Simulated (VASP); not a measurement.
Runs of VASP 6.6.1 on W. The structure is that of space group Fm-3m (No. 225), or close to it. The cells are those of the table. 

```csv
cell,gap on the mesh (eV),pressure (GPa)
"a = 2.871 Å, angles 60.0°, 1 atom",none,-4.6
"a = 2.792 Å, angles 60.0°, 1 atom",none,21.6
"a = 2.909 Å, angles 60.0°, 1 atom",none,-14.4
"a = 2.945 Å, angles 60.0°, 1 atom",none,(a)
"a = 2.832 Å, angles 60.0°, 1 atom",none,(b)
```

Alike in all rows: task single point; level PBE; potentials or basis VASP PAW PBE potentials, release 64 (W_sv); no spin polarisation; k mesh 12 × 12 × 12; cutoff (eV) 520; smearing gaussian 0.05 eV.

Estimate the missing entries.

(a) -22.0; (b) 6.9.

Caveats: spin-orbit coupling is left out, which moves the levels of the heavy elements.

A k mesh can miss the band edges, and the runs leave out spin-orbit coupling on W.

A gap of «none» marks levels without a gap at the run's occupations.
